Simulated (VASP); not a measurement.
Here is a VASP 6.6.1 calculation.

File INCAR:

```
PREC = Accurate ; ENCUT = 600
EDIFF = 1E-6 ; ISMEAR = 0
SIGMA = 0.15 ; LREAL = False
LASPH = True ; NELM = 120
ALGO = Normal ; ISIF = 2
LWAVE = False ; LCHARG = True
LELF = True ; LVHAR = True
NBANDS = 16 ; GGA_COMPAT = False
```

The input KPOINTS:

```
regular mesh
0
Gamma
  18 18 18
```

File POSCAR:

```
TaN
1.0
    0.0000000000      2.1738356505      2.1738356505
    2.1738356505      0.0000000000      2.1738356505
    2.1738356505      2.1738356505      0.0000000000
Ta N
1 1
Direct
    0.5000000000      0.5043443495      0.5000000000
    0.0000000000     -0.0561219980      0.0000000000
```

Potentials or basis: VASP PAW LDA potentials, release 64 (Ta_sv_GW, N).

Launch:

```sh
$ cat potpaw_LDA.64/Ta_sv_GW/POTCAR potpaw_LDA.64/N/POTCAR > POTCAR
$ mpirun -np 1 vasp_std > vasp.out
```

Question: Predict the pressure.

Answer: 7.8 GPa.

Question: What does it give for the band gap on the k mesh?

Answer: Zero (bands 9 and 10 overlap by 3.59 eV).

Question: Estimate the largest force.

Answer: 1.936 eV/Å.

Stress tensor (GPa, compression positive):
```
11.06  0.00 -2.63
 0.00  1.27  0.00
-2.63  0.00 11.06
```

Caveat: the cell differs from its parent crystal (atoms displaced along a vibrational mode); the cell stands under pressure; spin-orbit coupling is left out, which moves the levels of the heavy elements; forces of over 1 eV/Å act on the atoms, so gaps and moduli don't describe the material at rest.
